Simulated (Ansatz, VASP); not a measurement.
CdSe: VASP beside Ansatz

File POSCAR:

```
CdSe
1.0
    4.2968698016      0.0000000000      0.0000000000
   -2.1484349008      3.7211984050      0.0000000000
    0.0000000000      0.0000000000      7.0051785136
Cd Se
2 2
Direct
    0.3333333333      0.6666666667      0.0045236756
    0.6666666667      0.3333333333      0.5045236756
    0.3333333333      0.6666666667      0.3804763244
    0.6666666667      0.3333333333      0.8804763244
```

The input INCAR.step1:

```
SYSTEM = CdSe
PREC = Accurate
ENCUT = 520
ISMEAR = 0
SIGMA = 0.01
LREAL = .False.
LASPH = .True.
NELM = 100
NBANDS = 26
GGA = PE
ALGO = Normal
EDIFF = 1E-4
LWAVE = .True.
LCHARG = .False.
```

Contents of INCAR.step2:

```
SYSTEM = CdSe
PREC = Accurate
ENCUT = 520
EDIFF = 1E-7
ISMEAR = 0
SIGMA = 0.01
LREAL = .False.
LASPH = .True.
NELM = 100
ALGO = Normal
ISIF = 2
LWAVE = .False.
LCHARG = .False.
METAGGA = R2SCAN
LMIXTAU = .True.
NBANDS = 26
ISTART = 1
```

KPOINTS

```
Automatic mesh
0
Gamma
  6 6 4
  0 0 0
```

Input for Ansatz:

```yaml
crystal:
  lattice:
    - [4.2968698016, 0.0, 0.0]
    - [-2.1484349008, 3.721198405, 0.0]
    - [0.0, 0.0, 7.0051785136]
  atoms:
    - { symbol: Cd, position: [0.3333333333, 0.6666666667, 0.0045236756] }
    - { symbol: Cd, position: [0.6666666667, 0.3333333333, 0.5045236756] }
    - { symbol: Se, position: [0.3333333333, 0.6666666667, 0.3804763244] }
    - { symbol: Se, position: [0.6666666667, 0.3333333333, 0.8804763244] }
kpoints:
  mp_grid: { grid: [6, 6, 4] }
hamiltonian:
  xc: r2scan
scf:
  occupations: { method: fixed }
  n_extra_bands: 5
output:
  forces: true
  stress: true
  eigenvalues: true
```

Alike in both runs: task single point; functional r2SCAN; k mesh 6 × 6 × 4; no spin polarisation.

```csv
,VASP,Ansatz
version,VASP 6.6.1,Ansatz 0.2.0
potentials or method,"VASP PAW PBE potentials, release 64 (Cd, Se)","plane waves, PAW"
plane-wave cutoff (eV),520,500
occupations,"gaussian, width 0.01 eV",fixed
valence electrons in the cell,36,72
```

VASP gave:

| Item | Value |
| --- | --- |
| gap on the k mesh at the Fermi level (eV) | 1.17 |
| pressure (GPa) | 2.0 |

Question: Estimate Ansatz's values.

Answer: gap on the k mesh at the Fermi level (eV): 1.18; pressure (GPa): 1.7.

VASP's potentials were made for PBE, not for r2SCAN. VASP's potentials hold 36 valence electrons a cell and Ansatz's 72, so a difference there can come from the potentials and not from the codes.
